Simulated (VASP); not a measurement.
# Ge (I4_1/amd) in VASP: notebook, part 2 of 2

VASP 6.6.1.

### 4 Single point, PBEsol (strain -0.0750 x Voigt [0, 0, 1, 0, 0, 0])

Contents of INCAR:

```
PREC = Accurate ; ENCUT = 520
EDIFF = 1E-6 ; ISMEAR = 0
SIGMA = 0.15 ; LREAL = F
LASPH = T ; NELM = 80
ALGO = Normal ; ISIF = 2
LWAVE = F ; LCHARG = F
GGA = PS ; NBANDS = 21
```

Contents of KPOINTS:

```
Automatic mesh
0
Gamma
  18 18 18
```

Contents of POSCAR:

```
Ge
1.0
    0.0000000000      2.8378807263      2.6250396718
    2.8378807263      0.0000000000      2.6250396718
    2.8378807263      2.8378807263      0.0000000000
Ge
2
Direct
    0.5000000000      0.5000000000      0.5000000000
    0.7500000000      0.7500000000      0.7500000000
```

Potentials or basis: VASP PAW PBE potentials, release 64 (Ge_d).

Started as:

```console
$ cat potpaw_PBE.64/Ge_d/POTCAR > POTCAR
$ mpirun -np 1 vasp_std > vasp.out
```

OUTCAR:

```text
PREC = Accurate
   ENCUT = 520
   EDIFF = 1E-6
   ISMEAR = 0
   LREAL = F
   LASPH = T
   NELM = 80
   ISIF = 2
   GGA = PS

 ion  position               nearest neighbor table
   1  0.500  0.500  0.500-   2 2.40   2 2.40   2 2.40   2 2.40
   2  0.750  0.750  0.750-   1 2.40   1 2.40   1 2.40   1 2.40

  LATTYP: Found a body centered tetragonal cell.
 ALAT       =     4.0133694115
 C/A-ratio  =     1.3081475452

  Lattice vectors:

[... 763 lines left out ...]

 [... further k-points ...]

------------------------ aborting loop because EDIFF is reached ----------------------------------------

  FORCE on cell =-STRESS in cart. coord.  units (eV):
  Direction    XX          YY          ZZ          XY          YZ          ZX
  --------------------------------------------------------------------------------------
  -------------------------------------------------------------------------------------
  Total        1.1814275      1.1814275      2.4003532      0.0000000      0.0000000      0.0000000
  in kB       44.7675675     44.7675675     90.9560506      0.0000000      0.0000000      0.0000000
  external PRESSURE =      60.1637285 kB  Pullay stress =       0.0000000 kB

 VOLUME and BASIS-vectors are now :
 -----------------------------------------------------------------------------
  energy-cutoff  :      520.00
  volume of cell :       42.28
      direct lattice vectors                 reciprocal lattice vectors
     0.000000000  2.837880726  2.625039672    -0.176187813  0.176187813  0.190473312
     2.837880726  0.000000000  2.625039672     0.176187813 -0.176187813  0.190473312
     2.837880726  2.837880726  0.000000000     0.176187813  0.176187813 -0.190473312

 POSITION                                       TOTAL-FORCE (eV/Angst)
 -----------------------------------------------------------------------------------
      2.83788      2.83788      2.62504        -0.000000     -0.000000      0.000000
      4.25682      4.25682      3.93756         0.000000      0.000000     -0.000000
 -----------------------------------------------------------------------------------
    total drift:                                0.000000     -0.000000     -0.000000

  FREE ENERGIE OF THE ION-ELECTRON SYSTEM (eV)
  ---------------------------------------------------
  free  energy   TOTEN  =        -9.7783340816 eV

  energy  without entropy=       -9.7773273629  energy(sigma->0) =       -9.77783072
```

OSZICAR:

```text
N       E                     dE             d eps       ncg     rms          rms(c)
DAV:   1     0.189954846972E+03    0.18995E+03   -0.14507E+04 22646   0.373E+03
DAV:   2     0.172239433615E+02   -0.17273E+03   -0.16717E+03 20230   0.616E+02
DAV:   3    -0.909606204425E+01   -0.26320E+02   -0.26145E+02 22950   0.142E+02
DAV:   4    -0.994679734882E+01   -0.85074E+00   -0.85022E+00 22910   0.302E+01
DAV:   5    -0.996022188270E+01   -0.13425E-01   -0.13424E-01 22928   0.414E+00    0.356E+00
DAV:   6    -0.983549927117E+01    0.12472E+00   -0.40950E-02 25819   0.226E+00    0.202E+00
DAV:   7    -0.977715387411E+01    0.58345E-01   -0.70657E-02 21479   0.251E+00    0.158E-01
DAV:   8    -0.977822808006E+01   -0.10742E-02   -0.74632E-03 23522   0.115E+00    0.535E-02
DAV:   9    -0.977832838352E+01   -0.10030E-03   -0.18838E-04 22994   0.171E-01    0.910E-03
DAV:  10    -0.977833320808E+01   -0.48246E-05   -0.12019E-05 27033   0.373E-02    0.530E-03
DAV:  11    -0.977833429885E+01   -0.10908E-05   -0.24377E-06 21552   0.198E-02    0.157E-03
DAV:  12    -0.977833408157E+01    0.21728E-06   -0.22401E-07 12705   0.101E-02
   1 F= -.97783341E+01 E0= -.97778307E+01  d E =-.100672E-02
```

stdout:

```text
POSCAR found type information on POSCAR Ge
 POSCAR found :  1 types and       2 ions
 scaLAPACK will be used
 -----------------------------------------------------------------------------
|                                                                             |
|                                                                             |
|     You enforced a specific xc type in the INCAR file but a different       |
|     I HOPE YOU KNOW WHAT YOU ARE DOING!                                     |
|                                                                             |
 -----------------------------------------------------------------------------

 LDA part: xc-table for (Slater+PW92), standard interpolation
 POSCAR, INCAR and KPOINTS ok, starting setup
 FFT: planning ... GRIDC
 FFT: planning ... GRID_SOFT
 FFT: planning ... GRID
 WAVECAR not read
 entering main loop
```

Run time: 9.5 min. Hardware: 1 thread of Intel Xeon 8259CL, shared host; peak memory 0.43 GiB.

What came out:

```
Free energy            : -9.7783 eV
Pressure               : 6.0 GPa
Band gap on the k mesh : zero (bands 14 and 15 overlap by 0.51 eV)
```

Stress tensor (GPa, compression positive):
```
4.48 0.00 0.00
0.00 4.48 0.00
0.00 0.00 9.10
```

Caveat: the cell differs from its parent crystal (strain -0.0750 x Voigt [0, 0, 1, 0, 0, 0]); the cell stands under pressure; semilocal functionals underestimate gaps, and a narrow one can read as zero; the PAW data sets were made with another functional, which shifts forces and pressure a little.

### 5 Single point, PBEsol (strain -0.0375 x Voigt [0, 0, 1, 0, 0, 0])

Contents of INCAR:

```
PREC = Accurate
ENCUT = 520
EDIFF = 1E-6
ISMEAR = 0
SIGMA = 0.15
LREAL = False
LASPH = True
NELM = 80
ALGO = Normal
ISIF = 2
LWAVE = False
LCHARG = False
GGA = PS
NBANDS = 21
```

KPOINTS is that of step 4.

Contents of POSCAR:

```
Ge
1.0
    0.0000000000      2.8378807263      2.7314601991
    2.8378807263      0.0000000000      2.7314601991
    2.8378807263      2.8378807263      0.0000000000
Ge
2
Direct
    0.5000000000      0.5000000000      0.5000000000
    0.7500000000      0.7500000000      0.7500000000
```

Started as:

```console
$ cat potpaw_PBE.64/Ge_d/POTCAR > POTCAR
$ mpirun -np 1 vasp_std > vasp.out
```

Wall time 11 min (1 thread of Intel Xeon 8259CL, shared host); peak memory 0.44 GiB.

Results (log left out):

```yaml
Free_energy: -9.8516 eV
Pressure: 2.7 GPa
Band_gap_on_the_k_mesh: zero (bands 14 and 15 overlap by 0.01 eV)
```

Stress tensor (GPa, compression positive):
```
1.86 0.00 0.00
0.00 1.86 0.00
0.00 0.00 4.44
```

Levels at points of the mesh, in eV from the Fermi level:
```tsv
k point	band 11	band 12	band 13	band 14	band 15	band 16	band 17	band 18
(0.00, 0.00, 0.00)	-13.13	-0.21	-0.21	0.08	0.13	2.32	2.50	2.50
(0.50, 0.00, 0.00)	-10.96	-7.87	-1.73	-1.39	0.07	3.49	3.78	6.88
(0.50, 0.50, 0.00)	-8.99	-8.99	-3.48	-3.48	0.31	0.31	9.63	9.63
(0.50, 0.00, 0.50)	-9.19	-9.19	-3.20	-3.20	0.62	0.62	9.52	9.52
```

Caveat: the cell differs from its parent crystal (strain -0.0375 x Voigt [0, 0, 1, 0, 0, 0]); semilocal functionals underestimate gaps, and a narrow one can read as zero; the PAW data sets were made with another functional, which shifts forces and pressure a little.

### 6 Summary

```csv
cell,gap on the mesh (eV),pressure (GPa)
"a = 3.725, b = 3.725, c = 4.013 Å, angles 57.4, 57.4, 65.2°, 2 atoms",none,14.7
"a = 3.794, b = 3.794, c = 4.013 Å, angles 58.1, 58.1, 63.9°, 2 atoms",none,10.1
"a = 3.866, b = 3.866, c = 4.013 Å, angles 58.7, 58.7, 62.5°, 2 atoms",none,6.0
"a = 3.939, b = 3.939, c = 4.013 Å, angles 59.4, 59.4, 61.3°, 2 atoms",none,2.7
```

Alike in all rows: task single point; level PBEsol; potentials or basis VASP PAW PBE potentials, release 64 (Ge_d); no spin polarisation; k mesh 18 × 18 × 18; cutoff (eV) 520; smearing gaussian 0.15 eV.

Caveats: the PAW data sets were made with another functional, which shifts forces and pressure a little; semilocal functionals underestimate gaps, and a narrow one can read as zero (at least some runs); the stress differs along the axes, from 13 to 18 GPa (at least some runs); the stress differs along the axes, from 8 to 14 GPa (at least some runs); the cell stands under pressure (at least some runs).

Total energies depend on the potentials used, so only differences within one code and one set of settings carry meaning.
